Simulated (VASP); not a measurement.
# Pd (Fm-3m) in VASP: density of states with PBEsol

Aim: the density of states of Pd with PBEsol.

Program: VASP 6.6.1. These are calculated values, not measurements. Logs are shortened: lines on timing, memory, paths and dates and some standing lists are left out, and cuts for length are marked.

## (1) The cell of the first run

Symmetry: Fm-3m, No. 225, cubic system. Conventional cell: a = 3.875 Å, b = 3.875 Å, c = 3.875 Å, α = 90.00°, β = 90.00°, γ = 90.00°. Within 3.6 Å of Pd (site symmetry m-3m) lie 12 Pd at 2.74 Å.

## (2) Density of states, PBEsol

The input, POSCAR:

```
Pd
1.0
    0.0000000000      1.9374878876      1.9374878876
    1.9374878876      0.0000000000      1.9374878876
    1.9374878876      1.9374878876      0.0000000000
Pd
1
Direct
    0.0000000000      0.0000000000      0.0000000000
```

The input, INCAR.step1:

```
SYSTEM = Pd
PREC     = Accurate       ! precision mode
ENCUT    = 520            ! plane-wave cutoff, eV
EDIFF    = 1E-7           ! SCF threshold, eV
ISMEAR   = 0              ! smearing method
SIGMA    = 0.1            ! smearing width, eV
LREAL    = .False.        ! projectors in reciprocal space
LASPH    = .True.         ! aspherical terms in the spheres
NELM     = 100            ! most SCF steps
ALGO     = Fast           ! electronic algorithm
ISIF     = 2              ! what is computed and relaxed
LWAVE    = .False.        ! write WAVECAR
LCHARG   = .True.         ! write CHGCAR
LMAXMIX  = 4              ! l up to which the mixer works
GGA      = PS             ! functional
NBANDS   = 11             ! bands
```

The input, KPOINTS.step1:

```
regular mesh
0
Gamma
  18 18 18
  0 0 0
```

The input, INCAR.step2:

```
SYSTEM = Pd
PREC     = Accurate       ! precision mode
ENCUT    = 520            ! plane-wave cutoff, eV
EDIFF    = 1E-7           ! SCF threshold, eV
ISMEAR   = -5             ! smearing method
SIGMA    = 0.1            ! smearing width, eV
LREAL    = .False.        ! projectors in reciprocal space
LASPH    = .True.         ! aspherical terms in the spheres
NELM     = 100            ! most SCF steps
ALGO     = Fast           ! electronic algorithm
ISIF     = 2              ! what is computed and relaxed
LWAVE    = .False.        ! write WAVECAR
LCHARG   = .False.        ! write CHGCAR
LMAXMIX  = 4              ! l up to which the mixer works
GGA      = PS             ! functional
LORBIT   = 11             ! projections on sites
NBANDS   = 11             ! bands
NEDOS    = 2001           ! points of the DOS
ICHARG   = 11             ! starting density
```

The input, KPOINTS.step2:

```
regular mesh
0
Gamma
  27 27 27
  0 0 0
```

Potentials or basis: VASP PAW PBE potentials, release 64 (Pd).

Run with:

```console
cat potpaw_PBE.64/Pd/POTCAR > POTCAR
cp INCAR.step1 INCAR
cp KPOINTS.step1 KPOINTS
mpirun -np 1 vasp_std > vasp.out
cp INCAR.step2 INCAR
cp KPOINTS.step2 KPOINTS
mpirun -np 1 vasp_std > vasp.out
```

OUTCAR:

```text
SYSTEM = Pd
   PREC = Accurate
   ENCUT = 520
   EDIFF = 1E-7
   ISMEAR = -5
   LREAL = .False.
   LASPH = .True.
   NELM = 100
   ISIF = 2
   GGA = PS
   LORBIT = 11
   ICHARG = 11

 ion  position               nearest neighbor table
   1  0.000  0.000  0.000-

  LATTYP: Found a face centered cubic cell.
 ALAT       =     3.8749757752

  Lattice vectors:

 A1 = (   0.0000000000,   1.9374878876,   1.9374878876)
 A2 = (   1.9374878876,   0.0000000000,   1.9374878876)
 A3 = (   1.9374878876,   1.9374878876,   0.0000000000)

Analysis of symmetry for initial positions (statically):
=====================================================================
 Subroutine PRICEL returns:
 Original cell was already a primitive cell.

 Routine SETGRP: Setting up the symmetry group for a
 face centered cubic supercell.

 Subroutine GETGRP returns: Found 48 space group operations
 (whereof 48 operations were pure point group operations)
 out of a pool of 48 trial point group operations.

The static configuration has the point symmetry O_h .

Analysis of symmetry for dynamics (positions and initial velocities):
=====================================================================
 Subroutine PRICEL returns:
 Original cell was already a primitive cell.

 Routine SETGRP: Setting up the symmetry group for a
 face centered cubic supercell.

 Subroutine GETGRP returns: Found 48 space group operations
 (whereof 48 operations were pure point group operations)
 out of a pool of 48 trial point group operations.

The dynamic configuration has the point symmetry O_h .

 Subroutine INISYM returns: Found 48 space group operations
 (whereof 48 operations are pure point group operations),
 and found     1 'primitive' translations

----------------------------------------------------------------------------------------

                                     Primitive cell

  volume of cell :      14.5461

  direct lattice vectors                    reciprocal lattice vectors
     0.000000000  1.937487888  1.937487888    -0.258066129  0.258066129  0.258066129
     1.937487888  0.000000000  1.937487888     0.258066129 -0.258066129  0.258066129
     1.937487888  1.937487888  0.000000000     0.258066129  0.258066129 -0.258066129

  length of vectors
     2.740021648  2.740021648  2.740021648     0.446983648  0.446983648  0.446983648

  position of ions in fractional coordinates (direct lattice)
     0.000000000  0.000000000  0.000000000

  ion indices of the primitive-cell ions
   primitive index   ion index
                 1           1

----------------------------------------------------------------------------------------

 KPOINTS: regular mesh

Automatic generation of k-mesh.
 Grid dimensions read from file:
 generate k-points for:   27   27   27

 Generating k-lattice:

  Cartesian coordinates                     Fractional coordinates (reciprocal lattice)
    -0.009558005  0.009558005  0.009558005     0.037037037  0.000000000  0.000000000
     0.009558005 -0.009558005  0.009558005     0.000000000  0.037037037  0.000000000
     0.009558005  0.009558005 -0.009558005     0.000000000  0.000000000  0.037037037

  Length of vectors
     0.016554950  0.016554950  0.016554950

  Shift w.r.t. Gamma in fractional coordinates (k-lattice)
     0.000000000  0.000000000  0.000000000

 TETIRR: Found   2653 inequivalent tetrahedra from   118098

 Subroutine IBZKPT returns following result:
 ===========================================

 Found    560 irreducible k-points:

 Following reciprocal coordinates:
            Coordinates               Weight
  0.000000  0.000000  0.000000      1.000000
  0.037037  0.000000  0.000000      8.000000
  0.074074  0.000000  0.000000      8.000000
  0.111111  0.000000  0.000000      8.000000
  0.148148  0.000000  0.000000      8.000000
  0.185185  0.000000  0.000000      8.000000
[... 16 lines left out ...]
  0.333333  0.037037  0.000000     24.000000
  0.370370  0.037037  0.000000     24.000000
 [... further k-points ...]
   k-points           NKPTS =    560   k-points in BZ     NKDIM =    560   number of bands    NBANDS=     11
   number of dos      NEDOS =   2001   number of ions     NIONS =      1
   total plane-waves  NPLWV =   8000
   dimension x,y,z NGX =    20 NGY =   20 NGZ =   20
   dimension x,y,z NGXF=    40 NGYF=   40 NGZF=   40
   ions per type =               1
   NGX,Y,Z   is equivalent  to a cutoff of  12.13, 12.13, 12.13 a.u.
   NGXF,Y,Z  is equivalent  to a cutoff of  24.27, 24.27, 24.27 a.u.
 SYSTEM =  Pd
   PREC   = accura    normal or accurate (medium, high low for compatibility)
   ISTART =      0    job   : 0-new  1-cont  2-samecut
   ICHARG =     11    charge: 1-file 2-atom 10-const
   ISPIN  =      1    spin polarized calculation?
   LNONCOLLINEAR =      F non collinear calculations
   LSORBIT =      F    spin-orbit coupling
   LASPH  =      T    aspherical Exc in radial PAW
   ENCUT  =  520.0 eV  38.22 Ry    6.18 a.u.   5.09  5.09  5.09*2*pi/ulx,y,z
   NELM   =    100;   NELMIN=  2; NELMDL=  0     # of ELM steps
   EDIFF  = 0.1E-06   stopping-criterion for ELM
   LREAL  =      F    real-space projection
   EDIFFG = 0.1E-05   stopping-criterion for IOM
   NSW    =      0    number of steps for IOM
   IBRION =     -1    ionic relax: 0-MD 1-quasi-New 2-CG
   NFREE  =      0    steps in history (QN), initial steepest desc. (CG)
   ISIF   =      2    stress and relaxation
   ISYM   =      2    0-nonsym 1-usesym 2-fastsym
   POTIM  = 0.5000    time-step for ionic-motion
   TEBEG  =    0.0;   TEEND  =   0.0 temperature during run
   PSTRESS=    0.0 pullay stress
   NELECT =      10.0000    total number of electrons
   NUPDOWN=      -1.0000    fix difference up-down
   EMIN   =  10.00;   EMAX   =-10.00  energy-range for DOS
   EFERMI =   0.00;   METHOD = LEGACY
   ISMEAR =    -5;   SIGMA  =   0.10  broadening in eV -4-tet -1-fermi 0-gaus
   EFERMI_NEDOS =   21; number of points for ismear=-14 and -15
   IALGO  =     68    algorithm
   IMIX   =      4    mixing-type and parameters
     AMIX     =   0.40;   BMIX     =  1.00
     AMIX_MAG =   1.60;   BMIX_MAG =  1.00
  volume/ion in A,a.u.               =      14.55        98.16
  Fermi-wavevector in a.u.,A,eV,Ry     =   1.444860  2.730390 28.403809  2.087621
  Thomas-Fermi vector in A             =   2.563107
   LORBIT       =     11    0 simple, 1 ext, 2 COOP (PROOUT), +10 PAW based schemes
   GGA     = PS    functional components
   LHFCALC =     F    Hartree Fock is set to
   AEXX    =    0.0000 exact exchange contribution
   IVDW    =     0    specifies the selected vdW correction
   LEPSILON=     F    determine dielectric tensor
   LRPA    =     F    only Hartree local field effects (RPA)
 non-spin polarized calculation
 RMM-DIIS sequential band-by-band and
 Fermi weights with tetrahedron method with Bloechl corrections
  energy-cutoff  :      520.00
  volume of cell :       14.55
 maximum number of plane-waves:       403

 number of electron      10.0000002 magnetization

 Free energy of the ion-electron system (eV)
  ---------------------------------------------------
  ext. energy  EPLUGINS =         0.00000000
  ---------------------------------------------------
  free energy    TOTEN  =        -5.95970220 eV

  energy without entropy =       -5.95970220  energy(sigma->0) =       -5.95970220

 E-fermi :   9.8467     XC(G=0): -13.4670

 val. band max:        9.8525148463   @ k =   0.4444   0.1481   0.0000
 cond. band min:       9.8506743546   @ k =  -0.4074   0.3704   0.0370
 fundamental gap:     -0.0018404917
 Fermi energy:         9.8466859074

 k-point     1 :       0.0000    0.0000    0.0000
  band No.  band energies     occupation
      1       2.5085      2.00000
      2       6.9387      2.00000
      3       6.9387      2.00000
      4       6.9387      2.00000
      5       8.6093      2.00000
      6       8.6093      2.00000
      7      26.9900      0.00000
      8      31.8404      0.00000
      9      31.8404      0.00000
     10      31.8404      0.00000
     11      35.9097      0.00000

 k-point     2 :       0.0370    0.0000    0.0000
  band No.  band energies     occupation
      1       2.5593      2.00000
      2       6.9196      2.00000
      3       6.9569      2.00000
      4       6.9569      2.00000
      5       8.6001      2.00000
      6       8.6001      2.00000
      7      27.0475      0.00000
      8      31.4743      0.00000
      9      31.9004      0.00000
     10      31.9004      0.00000
     11      35.9323      0.00000

 k-point     3 :       0.0741    0.0000    0.0000
  band No.  band energies     occupation
      1       2.7096      2.00000
      2       6.8666      2.00000
      3       7.0086      2.00000
      4       7.0086      2.00000
      5       8.5761      2.00000
      6       8.5761      2.00000
      7      27.2051      0.00000
      8      30.6011      0.00000
      9      32.0767      0.00000
     10      32.0767      0.00000
     11      35.9656      0.00000

 k-point     4 :       0.1111    0.0000    0.0000
  band No.  band energies     occupation
      1       2.9516      2.00000
      2       6.7922      2.00000
      3       7.0842      2.00000
      4       7.0842      2.00000
      5       8.5477      2.00000
      6       8.5477      2.00000
      7      27.4045      0.00000
      8      29.5346      0.00000
      9      32.3564      0.00000
     10      32.3564      0.00000
     11      35.9838      0.00000
[... 239 lines left out ...]
 k-point    22 :       0.2963    0.0370    0.0000
  band No.  band energies     occupation
      1       4.4481      2.00000
      2       7.0980      2.00000
      3       7.2222      2.00000
      4       7.2326      2.00000
      5       8.8686      2.00000
      6       9.0751      2.00000
      7      23.2155      0.00000
      8      27.8254      0.00000
      9      32.3982      0.00000
     10      34.2310      0.00000
     11      35.3239      0.00000

 k-point    23 :       0.3333    0.0370    0.0000
  band No.  band energies     occupation
      1       4.5329      2.00000
      2       7.0989      2.00000
      3       7.1661      2.00000
      4       7.6630      2.00000
      5       9.1540      2.00000
      6       9.2812      2.00000
      7      21.8442      0.00000
      8      27.4623      0.00000
      9      32.0387      0.00000
     10      33.4164      0.00000
     11      35.9730      0.00000

 k-point    24 :       0.3704    0.0370    0.0000
  band No.  band energies     occupation
      1       4.5375      2.00000
      2       7.0212      2.00000
      3       7.0929      2.00000
      4       8.2769      2.00000
      5       9.4828      2.00000
      6       9.4987      2.08705
      7      20.5052      0.00000
      8      27.1000      0.00000
      9      31.6112      0.00000
     10      32.6094      0.00000
     11      35.9680      0.00000

 [... further k-points ...]

------------------------ aborting loop because EDIFF is reached ----------------------------------------

  FORCE on cell =-STRESS in cart. coord.  units (eV):
  Direction    XX          YY          ZZ          XY          YZ          ZX
  --------------------------------------------------------------------------------------
  -------------------------------------------------------------------------------------
  Total       -0.0107729     -0.0107729     -0.0107729     -0.0000000     -0.0000000     -0.0000000
  in kB       -1.1865766     -1.1865766     -1.1865766     -0.0000000     -0.0000000     -0.0000000
  external PRESSURE =      -1.1865766 kB  Pullay stress =       0.0000000 kB

 VOLUME and BASIS-vectors are now :
 -----------------------------------------------------------------------------
  energy-cutoff  :      520.00
  volume of cell :       14.55
      direct lattice vectors                 reciprocal lattice vectors
     0.000000000  1.937487888  1.937487888    -0.258066129  0.258066129  0.258066129
     1.937487888  0.000000000  1.937487888     0.258066129 -0.258066129  0.258066129
     1.937487888  1.937487888  0.000000000     0.258066129  0.258066129 -0.258066129

 POSITION                                       TOTAL-FORCE (eV/Angst)
 -----------------------------------------------------------------------------------
      0.00000      0.00000      0.00000         0.000000     -0.000000     -0.000000
 -----------------------------------------------------------------------------------
    total drift:                                0.000000     -0.000000     -0.000000

  FREE ENERGIE OF THE ION-ELECTRON SYSTEM (eV)
  ---------------------------------------------------
  free  energy   TOTEN  =        -5.9597021996 eV

  energy  without entropy=       -5.9597021996  energy(sigma->0) =       -5.95970220

 total charge

# of ion       s       p       d       tot
------------------------------------------
    1        0.489   0.498   8.469   9.456
```

Run time: 56 s. Hardware: 1 thread of Intel Xeon 6975P-C (Granite Rapids), shared host; peak memory 0.2 GiB.

What came out:

- Valence electrons inside the program's atomic spheres: Pd 9.46

Caveat: the PAW data sets were made with another functional, which shifts forces and pressure a little; tetrahedron occupations give inexact forces and stress in metals.
